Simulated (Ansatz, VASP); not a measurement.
# PtSeS3 in VASP and in Ansatz

```
Pt Se S
1.0
     3.00487    1.73486    3.29553
    -3.00487    1.73486    3.29553
     0.00000   -3.46972    3.29553
Pt Se S
1 1 3
Cartesian
  0.0000 0.0000 0.0000
  0.0000 0.0000 4.9433
  1.2082 -2.0926 4.9433
  -2.4163 0.0000 4.9433
  1.2082 2.0926 4.9433
```

Change from the starting cell: species swapped into the CsPbCl3 type (R32, No. 155).

Alike in both runs: functional PBE; k mesh 3 × 3 × 3; occupations gaussian, width 0.1 eV; no spin polarisation.

Ansatz relaxed the structure, and its values are those at the end. VASP's run is a single point on that final structure, the one shown.

|  | VASP | Ansatz |
| --- | --- | --- |
| version | VASP 6.6.1 | Ansatz 0.2.0 |
| potentials or method | VASP PAW PBE potentials, release 64 (Pt, Se, S), cutoff 520 eV | scalar-relativistic, plane waves, PAW |
| valence electrons in the cell | 34 | 52 |

Ansatz gave:

- gap on the k mesh at the Fermi level (eV): none
- pressure (GPa): 0.1

Q: What did VASP give for the same quantities?

A: gap on the k mesh at the Fermi level (eV): none; pressure (GPa): 0.0.

A gap of «none» marks a metal or a gap that the smearing closes. VASP's potentials hold 34 valence electrons a cell and Ansatz's 52, so a difference there can come from the potentials and not from the codes.

The k mesh is coarse, so the values compare programs but aren't converged. Spin-orbit coupling is off throughout.
